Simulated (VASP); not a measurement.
Set up this calculation in VASP 6.6.1, as the native input.

| Quantity | Value |
| --- | --- |
| Task | relaxation of cell and atoms |
| Functional | PBE |
| Dispersion | D3(BJ) |
| Potentials or basis | VASP PAW PBE potentials, release 64 (Si, Ni) |
| Cutoff | 600 eV |
| k mesh | 8 × 10 × 6 |
| Occupations | gaussian, width 0.1 eV |
| Spin | no spin polarisation |
| Dipole correction | no |
| Further INCAR settings | ALGO = Fast; EDIFF = 1e-06; IBRION = 2; EDIFFG = -0.005; NSW = 70; ISIF = 3 |

The structure of SiNi lies in POSCAR:

```
SiNi
1.0
    5.1540864214      0.0000000000      0.0000000000
    0.0000000000      3.3754899881      0.0000000000
    0.0000000000      0.0000000000      5.6197139615
Si Ni
4 4
Direct
    0.3212470393      0.7500000000      0.0840781272
    0.1787529607      0.2500000000      0.5840781272
    0.8212470393      0.7500000000      0.4159218728
    0.6787529607      0.2500000000      0.9159218728
    0.0082175891      0.2500000000      0.1884869317
    0.4917824109      0.7500000000      0.6884869317
    0.5082175891      0.2500000000      0.3115130683
    0.9917824109      0.7500000000      0.8115130683
```

The input as run:

INCAR

```
  PREC = Accurate
  ENCUT = 600
  EDIFF = 1E-6
  ISMEAR = 0
  SIGMA = 0.1
  LREAL = False
  LASPH = True
  NELM = 80
  ALGO = Fast
  ISIF = 3
  LWAVE = False
  LCHARG = False
  GGA = PE
  IVDW = 12
  IBRION = 2
  NSW = 70
  EDIFFG = -0.005
```

KPOINTS

```
Automatic mesh
0
Gamma
  8 10 6
```

Potentials or basis: VASP PAW PBE potentials, release 64 (Si, Ni).

Launch:

```bash
$ cat potpaw_PBE.64/Si/POTCAR potpaw_PBE.64/Ni/POTCAR > POTCAR
$ mpirun -np 1 vasp_std > vasp.out
```

It gave:

- Relaxed volume: 11.80 Å³/atom
- Relaxed cell: a = 5.099 Å, b = 3.340 Å, c = 5.542 Å, α = 90.00°, β = 90.00°, γ = 90.00°
- Space group after relaxing (to 0.1 Å): Pnma (No. 62)
- Energy gained by relaxing: 7.7 meV/atom
- Ionic steps: 17
- Pressure after relaxing: 0.0 GPa
- Largest force after relaxing: 0.004 eV/Å
- Band gap on the k mesh: zero (bands 28 and 29 overlap by 1.85 eV)
- Dispersion energy per atom: -0.478 eV

Run time: 74 min on 1 thread of Oxide Virtual Turin-like Processor (shared host), peak memory 0.48 GiB.
